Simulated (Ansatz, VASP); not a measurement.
One calculation of Be2Cd2S, two programs

```
CELL_PARAMETERS angstrom
3.75044 0.00000 0.00000
0.00000 3.75044 0.00000
0.00000 0.00000 7.92742
ATOMIC_POSITIONS crystal
Be 0.50000 0.00000 0.74998
Be 0.00000 0.50000 0.74998
Cd 0.50000 0.00000 0.08557
Cd 0.00000 0.50000 0.08557
S 0.00000 0.00000 0.60909
```

Alike in both runs: functional PBE; k mesh 10 × 10 × 6; occupations gaussian, width 0.1 eV; no spin polarisation.

Ansatz relaxed the structure, and its values are those at the end. VASP's run is a single point on that final structure, the one shown.

|  | VASP | Ansatz |
| --- | --- | --- |
| version | VASP 6.6.1 | Ansatz 0.2.0 |
| potentials or method | VASP PAW PBE potentials, release 64 (Be, Cd, S), cutoff 520 eV | scalar-relativistic, plane waves, PAW |
| valence electrons in the cell | 34 | 50 |

Ansatz gave:

```
gap on the k mesh at the Fermi level (eV) : none
pressure (GPa)                            : 0.0
```

**Question.** Estimate VASP's values.

**Answer.** gap on the k mesh at the Fermi level (eV): none; pressure (GPa): 0.2.

A gap of «none» marks a metal or a gap that the smearing closes. VASP's potentials hold 34 valence electrons a cell and Ansatz's 50, so a difference there can come from the potentials and not from the codes.
